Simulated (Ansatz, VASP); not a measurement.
**Two plane-wave programs on Ru**

```
CELL_PARAMETERS angstrom
2.69011 0.00000 0.00000
-1.34505 2.32970 0.00000
0.00000 0.00000 4.24982
ATOMIC_POSITIONS crystal
Ru 0.33333 0.66667 0.25000
Ru 0.66667 0.33333 0.75000
```

Alike in both runs: functional PBEsol; k mesh 19 × 19 × 10; occupations fermi-dirac, width 0.05 eV; no spin polarisation.

Ansatz relaxed the structure, and its values are those at the end. VASP's run is a single point on that final structure, the one shown.

```csv
,VASP,Ansatz
version,VASP 6.6.1,Ansatz 0.2.0
potentials or method,"VASP PAW PBE potentials, release 64 (Ru_pv)","PAW with Ansatz's default frozen-core files, scalar-relativistic"
plane-wave cutoff (eV),520,420
valence electrons in the cell,28,32
```

```csv
,VASP,Ansatz,Ansatz less VASP
gap on the k mesh at the Fermi level (eV),none,none,-
pressure (GPa),0.0,0.0,+0.01
```

VASP's potentials were made for PBE, not for PBEsol. A gap of «none» marks a metal or a gap that the smearing closes. The functional is the same, so the differences come from potentials, cutoffs and numerics. VASP's potentials hold 28 valence electrons a cell and Ansatz's 32, so a difference there can come from the potentials and not from the codes.
